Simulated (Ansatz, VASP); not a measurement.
Cu in VASP and in Ansatz

The input POSCAR:

```
Cu
1.0
   -1.3995095204      1.3995095204      1.3760814500
    1.3995095204     -1.3995095204      1.3760814500
    1.3995095204      1.3995095204     -1.3760814500
Cu
1
Direct
    0.0000000000      0.0000000000      0.0000000000
```

INCAR.step1

```
PREC = Accurate
ENCUT = 520
ISMEAR = 0
SIGMA = 0.15
LREAL = F
LASPH = T
NELM = 60
NBANDS = 12
GGA = PE
ALGO = Normal
EDIFF = 1E-4
LWAVE = T
LCHARG = F
```

The input INCAR.step2:

```
PREC = Accurate
ENCUT = 520
EDIFF = 1E-7
ISMEAR = 0
SIGMA = 0.15
LREAL = F
LASPH = T
NELM = 60
ALGO = Normal
ISIF = 2
LWAVE = F
LCHARG = T
METAGGA = R2SCAN
LMIXTAU = T
LELF = T
LVHAR = T
NBANDS = 12
ISTART = 1
```

The input KPOINTS:

```
regular mesh
0
Gamma
  24 24 24
```

Input for Ansatz:

```yaml
crystal:
  lattice:
    - [-1.3995095204, 1.3995095204, 1.37608145]
    - [1.3995095204, -1.3995095204, 1.37608145]
    - [1.3995095204, 1.3995095204, -1.37608145]
  atoms:
    - { symbol: Cu, position: [0.0, 0.0, 0.0] }
basis:
  ecutwfc: 500
kpoints:
  mp_grid: { grid: [24, 24, 24] }
hamiltonian:
  xc: r2scan
scf:
  occupations: { method: gaussian, width: 0.15 }
output:
  forces: true
  stress: true
  eigenvalues: true
```

Change from the starting cell: strain -0.030 along x and y, +0.000 along z, atoms carried along.

Alike in both runs: task single point; functional r2SCAN; k mesh 24 × 24 × 24; occupations gaussian, width 0.15 eV; no spin polarisation.

|  | VASP | Ansatz |
| --- | --- | --- |
| version | VASP 6.6.1 | Ansatz 0.2.0 |
| potentials or method | VASP PAW PBE potentials, release 64 (Cu), cutoff 520 eV | scalar-relativistic, plane waves, PAW |
| valence electrons in the cell | 11 | 19 |

Ansatz gave:

| Property | Result |
| --- | --- |
| gap on the k mesh at the Fermi level (eV) | none |
| pressure (GPa) | 11.8 |
| traceless stress, the component that is largest in VASP (GPa) | 0.05 |

Question: What did VASP give for the same quantities?

Answer: gap on the k mesh at the Fermi level (eV): none; pressure (GPa): 12.4; traceless stress, the component that is largest in VASP (GPa): 0.04.

VASP's potentials were made for PBE, not for r2SCAN. A gap of «none» marks a metal or a gap that the smearing closes. With one functional, cell and mesh, what is left measures potentials, basis and numerics. VASP's potentials hold 11 valence electrons a cell and Ansatz's 19, so a difference there can come from the potentials and not from the codes.
